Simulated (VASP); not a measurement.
# H (Cmce) in VASP: a series of runs

The runs below take H through single point, with PBEsol.

Program: VASP 6.6.1. These are calculated values, not measurements. Logs are shortened: lines on timing, memory, paths and dates and some standing lists are left out, and cuts for length are marked.

### Step 1. The cell of the first run

The structure is orthorhombic, space group Cmce (No. 64). Conventional cell: a = 5.326 Å, b = 5.211 Å, c = 4.018 Å, α = 90.00°, β = 90.00°, γ = 90.00°. Within 1.0 Å of H (site symmetry m) lie 1 H at 0.73 Å.

### Step 2. Single point, PBEsol (strain +0.015 along x and y, -0.030 along z)

Input file INCAR:

```
SYSTEM = H
PREC = Accurate ; ENCUT = 520
EDIFF = 1E-7 ; ISMEAR = 0
SIGMA = 0.05 ; LREAL = .False.
LASPH = .True. ; NELM = 80
ALGO = Normal ; ISIF = 2
LWAVE = .False. ; LCHARG = .True.
GGA = PS ; LELF = .True.
LVHAR = .True. ; NBANDS = 10
```

Input file KPOINTS:

```
Automatic mesh
0
Gamma
  6 6 6
  0 0 0
```

Input file POSCAR:

```
H
1.0
    2.6628336006     -2.6054083891      0.0000000000
    2.6628336006      2.6054083891      0.0000000000
    0.0000000000      0.0000000000      4.0175634600
H
4
Direct
    0.9532956300      0.0467043700      0.0685088900
    0.4532956300      0.5467043700      0.4314911100
    0.5467043700      0.4532956300      0.5685088900
    0.0467043700      0.9532956300      0.9314911100
```

Potentials or basis: VASP PAW PBE potentials, release 64 (H).

Launch:

```console
cat potpaw_PBE.64/H/POTCAR > POTCAR
mpirun -np 1 vasp_std > vasp.out
```

OUTCAR:

```text
SYSTEM = H
   PREC = Accurate
   ENCUT = 520
   EDIFF = 1E-7
   ISMEAR = 0
   LREAL = .False.
   LASPH = .True.
   NELM = 80
   ISIF = 2
   GGA = PS

 ion  position               nearest neighbor table
   1  0.953  0.047  0.069-   4 0.73
   2  0.453  0.547  0.431-   3 0.73
   3  0.547  0.453  0.569-   2 0.73
   4  0.047  0.953  0.931-   1 0.73

  LATTYP: Found a base centered orthorhombic cell.
 ALAT       =     5.2108167782
 B/A-ratio  =     1.0220407717
 C/A-ratio  =     0.7710045528

  Lattice vectors:

 A1 = (  -2.6628336006,  -2.6054083891,   0.0000000000)
 A2 = (   2.6628336006,  -2.6054083891,   0.0000000000)
 A3 = (   0.0000000000,   0.0000000000,   4.0175634600)

Analysis of symmetry for initial positions (statically):
=====================================================================
 Subroutine PRICEL returns:
 Original cell was already a primitive cell.

 Routine SETGRP: Setting up the symmetry group for a
 base centered orthorhombic supercell.

 Subroutine GETGRP returns: Found  8 space group operations
 (whereof  4 operations were pure point group operations)
 out of a pool of  8 trial point group operations.

The static configuration has the point symmetry C_2h.
 The point group associated with its full space group is D_2h.

Analysis of symmetry for dynamics (positions and initial velocities):
=====================================================================
 Subroutine PRICEL returns:
 Original cell was already a primitive cell.

 Routine SETGRP: Setting up the symmetry group for a
 base centered orthorhombic supercell.

 Subroutine GETGRP returns: Found  8 space group operations
 (whereof  4 operations were pure point group operations)
 out of a pool of  8 trial point group operations.

The dynamic configuration has the point symmetry C_2h.
 The point group associated with its full space group is D_2h.

 Subroutine INISYM returns: Found  8 space group operations
 (whereof  4 operations are pure point group operations),
 and found     1 'primitive' translations

----------------------------------------------------------------------------------------

                                     Primitive cell

  volume of cell :      55.7459

  direct lattice vectors                    reciprocal lattice vectors
     2.662833601 -2.605408389  0.000000000     0.187769900 -0.191908494  0.000000000
     2.662833601  2.605408389  0.000000000     0.187769900  0.191908494  0.000000000
     0.000000000  0.000000000  4.017563460     0.000000000  0.000000000  0.248907083

  length of vectors
     3.725430936  3.725430936  4.017563460     0.268489116  0.268489116  0.248907083

  position of ions in fractional coordinates (direct lattice)
     0.953295630  0.046704370  0.068508890
     0.453295630  0.546704370  0.431491110
     0.546704370  0.453295630  0.568508890
     0.046704370  0.953295630  0.931491110

  ion indices of the primitive-cell ions
   primitive index   ion index
                 1           1
                 2           2
                 3           3
                 4           4

----------------------------------------------------------------------------------------

 KPOINTS: Automatic mesh

Automatic generation of k-mesh.
 Grid dimensions read from file:
 generate k-points for:    6    6    6

 Generating k-lattice:

  Cartesian coordinates                     Fractional coordinates (reciprocal lattice)
     0.031294983 -0.031984749  0.000000000     0.166666667 -0.000000000  0.000000000
     0.031294983  0.031984749  0.000000000    -0.000000000  0.166666667  0.000000000
     0.000000000  0.000000000  0.041484514     0.000000000  0.000000000  0.166666667

  Length of vectors
     0.044748186  0.044748186  0.041484514

  Shift w.r.t. Gamma in fractional coordinates (k-lattice)
     0.000000000  0.000000000  0.000000000

 Subroutine IBZKPT returns following result:
 ===========================================

 Found     52 irreducible k-points:

 Following reciprocal coordinates:
            Coordinates               Weight
  0.000000  0.000000  0.000000      1.000000
  0.166667  0.000000  0.000000      4.000000
  0.333333 -0.000000  0.000000      4.000000
  0.500000 -0.000000  0.000000      2.000000
  0.166667  0.166667  0.000000      2.000000
  0.333333  0.166667  0.000000      4.000000
[... 16 lines left out ...]
  0.333333  0.333333  0.166667      4.000000
  0.500000  0.333333  0.166667      8.000000
 [... further k-points ...]
   k-points           NKPTS =     52   k-points in BZ     NKDIM =     52   number of bands    NBANDS=     10
   number of dos      NEDOS =    301   number of ions     NIONS =      4
   total plane-waves  NPLWV =  23520
   dimension x,y,z NGX =    28 NGY =   28 NGZ =   30
   dimension x,y,z NGXF=    56 NGYF=   56 NGZF=   60
   ions per type =               4
   NGX,Y,Z   is equivalent  to a cutoff of  12.49, 12.49, 12.41 a.u.
   NGXF,Y,Z  is equivalent  to a cutoff of  24.99, 24.99, 24.83 a.u.
 SYSTEM =  H
   PREC   = accura    normal or accurate (medium, high low for compatibility)
   ISTART =      0    job   : 0-new  1-cont  2-samecut
   ICHARG =      2    charge: 1-file 2-atom 10-const
   ISPIN  =      1    spin polarized calculation?
   LNONCOLLINEAR =      F non collinear calculations
   LSORBIT =      F    spin-orbit coupling
   LASPH  =      T    aspherical Exc in radial PAW
   ENCUT  =  520.0 eV  38.22 Ry    6.18 a.u.   6.93  6.93  7.47*2*pi/ulx,y,z
   NELM   =     80;   NELMIN=  2; NELMDL= -5     # of ELM steps
   EDIFF  = 0.1E-06   stopping-criterion for ELM
   LREAL  =      F    real-space projection
   EDIFFG = 0.1E-05   stopping-criterion for IOM
   NSW    =      0    number of steps for IOM
   IBRION =     -1    ionic relax: 0-MD 1-quasi-New 2-CG
   NFREE  =      0    steps in history (QN), initial steepest desc. (CG)
   ISIF   =      2    stress and relaxation
   ISYM   =      2    0-nonsym 1-usesym 2-fastsym
   POTIM  = 0.5000    time-step for ionic-motion
   TEBEG  =    0.0;   TEEND  =   0.0 temperature during run
   PSTRESS=    0.0 pullay stress
   NELECT =       4.0000    total number of electrons
   NUPDOWN=      -1.0000    fix difference up-down
   EMIN   =  10.00;   EMAX   =-10.00  energy-range for DOS
   EFERMI =   0.00;   METHOD = LEGACY
   ISMEAR =     0;   SIGMA  =   0.05  broadening in eV -4-tet -1-fermi 0-gaus
   EFERMI_NEDOS =   21; number of points for ismear=-14 and -15
   IALGO  =     38    algorithm
   IMIX   =      4    mixing-type and parameters
     AMIX     =   0.40;   BMIX     =  1.00
     AMIX_MAG =   1.60;   BMIX_MAG =  1.00
  volume/ion in A,a.u.               =      13.94        94.05
  Fermi-wavevector in a.u.,A,eV,Ry     =   0.680285  1.285551  6.296601  0.462787
  Thomas-Fermi vector in A             =   1.758730
   LORBIT       =      0    0 simple, 1 ext, 2 COOP (PROOUT), +10 PAW based schemes
   GGA     = PS    functional components
   LHFCALC =     F    Hartree Fock is set to
   AEXX    =    0.0000 exact exchange contribution
   IVDW    =     0    specifies the selected vdW correction
   LEPSILON=     F    determine dielectric tensor
   LRPA    =     F    only Hartree local field effects (RPA)
 non-spin polarized calculation
 Gauss-broadening in eV      SIGMA  =   0.05
  energy-cutoff  :      520.00
  volume of cell :       55.75
 maximum number of plane-waves:      1514
   NGX = 13   NGY = 13   NGZ = 15

 number of electron       4.0000001 magnetization

 Free energy of the ion-electron system (eV)
  ---------------------------------------------------
  ext. energy  EPLUGINS =         0.00000000
  ---------------------------------------------------
  free energy    TOTEN  =       -13.03617653 eV

  energy without entropy =      -13.03617653  energy(sigma->0) =      -13.03617653

 E-fermi :  -8.1726     XC(G=0):  -4.8859

 val. band max:       -8.4403233488   @ k =   0.0000   0.0000   0.0000
 cond. band min:       0.7872278898   @ k =   0.5000  -0.0000   0.5000
 fundamental gap:      9.2275512387
 Fermi energy:        -8.1725505836

 k-point     1 :       0.0000    0.0000    0.0000
  band No.  band energies     occupation
      1     -10.2618      2.00000
      2      -8.4403      2.00000
      3       3.3543      0.00000
      4       4.1595      0.00000
      5       4.4344      0.00000
      6       6.4618      0.00000
      7       7.1967      0.00000
      8       8.2010      0.00000
      9      10.6782      0.00000
     10      11.3648      0.00000

 k-point     2 :       0.1667    0.0000    0.0000
  band No.  band energies     occupation
      1     -10.1198      2.00000
      2      -8.5218      2.00000
      3       3.3210      0.00000
      4       3.7131      0.00000
      5       4.0828      0.00000
      6       5.8947      0.00000
      7       7.7196      0.00000
      8       9.5773      0.00000
      9      10.7737      0.00000
     10      11.1906      0.00000

 k-point     3 :       0.3333   -0.0000    0.0000
  band No.  band energies     occupation
      1      -9.7356      2.00000
      2      -8.7884      2.00000
      3       2.6547      0.00000
      4       2.7714      0.00000
      5       4.6540      0.00000
      6       6.1635      0.00000
      7       8.3689      0.00000
      8       8.7810      0.00000
      9       9.9757      0.00000
     10      12.2049      0.00000
[... 248 lines left out ...]
 k-point    23 :       0.3333    0.3333    0.1667
  band No.  band energies     occupation
      1      -9.3512      2.00000
      2      -8.7981      2.00000
      3       1.6225      0.00000
      4       2.4520      0.00000
      5       3.6127      0.00000
      6       6.6415      0.00000
      7       7.2085      0.00000
      8       8.9830      0.00000
      9      10.5217      0.00000
     10      10.5433      0.00000

 k-point    24 :       0.5000    0.3333    0.1667
  band No.  band energies     occupation
      1      -9.0924      2.00000
      2      -8.9569      2.00000
      3       1.3517      0.00000
      4       2.2214      0.00000
      5       4.2561      0.00000
      6       5.5094      0.00000
      7       7.8105      0.00000
      8       9.0659      0.00000
      9       9.5335      0.00000
     10       9.9974      0.00000

 [... further k-points ...]

------------------------ aborting loop because EDIFF is reached ----------------------------------------

  FORCE on cell =-STRESS in cart. coord.  units (eV):
  Direction    XX          YY          ZZ          XY          YZ          ZX
  --------------------------------------------------------------------------------------
  -------------------------------------------------------------------------------------
  Total       -0.0415056      0.4983063      0.6783886      0.0000000     -0.0000000      0.0000000
  in kB       -1.1929028     14.3216940     19.4973930      0.0000000     -0.0000000      0.0000000
  external PRESSURE =      10.8753947 kB  Pullay stress =       0.0000000 kB

 VOLUME and BASIS-vectors are now :
 -----------------------------------------------------------------------------
  energy-cutoff  :      520.00
  volume of cell :       55.75
      direct lattice vectors                 reciprocal lattice vectors
     2.662833601 -2.605408389  0.000000000     0.187769900 -0.191908494  0.000000000
     2.662833601  2.605408389  0.000000000     0.187769900  0.191908494  0.000000000
     0.000000000  0.000000000  4.017563460     0.000000000  0.000000000  0.248907083

 POSITION                                       TOTAL-FORCE (eV/Angst)
 -----------------------------------------------------------------------------------
      2.66283     -2.36204      0.27524         0.000000      0.582837      0.660665
      2.66283      0.24337      1.73354         0.000000      0.582837     -0.660665
      2.66283     -0.24337      2.28402         0.000000     -0.582837      0.660665
      2.66283      2.36204      3.74232         0.000000     -0.582837     -0.660665
 -----------------------------------------------------------------------------------
    total drift:                                0.000000     -0.000000     -0.000000

  FREE ENERGIE OF THE ION-ELECTRON SYSTEM (eV)
  ---------------------------------------------------
  free  energy   TOTEN  =       -13.0361765252 eV

  energy  without entropy=      -13.0361765252  energy(sigma->0) =      -13.03617653
```

It took 14 s on 1 thread of Intel Xeon Platinum 8375C at 2.90GHz (Ice Lake), shared host; peak memory 0.16 GiB.

Results:

- Free energy: -13.0362 eV
- Pressure: 1.1 GPa
- Largest force: 0.881 eV/Å
- Band gap on the k mesh: 9.23 eV (least direct gap 9.85 eV)

Forces in eV/Å, atoms in the order of the input:
```
H    0.000  0.583  0.661
H    0.000  0.583 -0.661
H    0.000 -0.583  0.661
H    0.000 -0.583 -0.661
```

Stress tensor (GPa, compression positive):
```
-0.12  0.00  0.00
 0.00  1.43  0.00
 0.00  0.00  1.95
```

Levels at points of the mesh, in eV from the valence-band top:
```tsv
k point	band 1	band 2	band 3	band 4	band 5	band 6	band 7
(0.00, 0.00, 0.00)	-1.82	0.00	11.79	12.60	12.87	14.90	15.64
(0.50, 0.00, 0.00)	-0.79	-0.79	10.80	10.80	14.14	14.14	17.00
(0.50, 0.50, 0.00)	-0.65	-0.46	9.40	10.22	14.43	15.47	15.71
(0.00, 0.00, 0.50)	-0.88	-0.88	10.43	10.43	15.45	15.45	17.10
(0.50, 0.00, 0.50)	-0.62	-0.62	9.23	9.23	15.81	15.81	16.87
(0.50, 0.50, 0.50)	-0.43	-0.43	10.94	10.94	12.52	12.52	12.63
```

Caveat: the cell differs from its parent crystal (strain +0.015 along x and y, -0.030 along z); this functional lacks dispersion, which holds the molecules together, so the pressure and a relaxed volume are unreliable; the PAW data sets were made with another functional, which shifts forces and pressure a little. A k mesh can miss the band edges.

(Continued in part 2 of 2.)
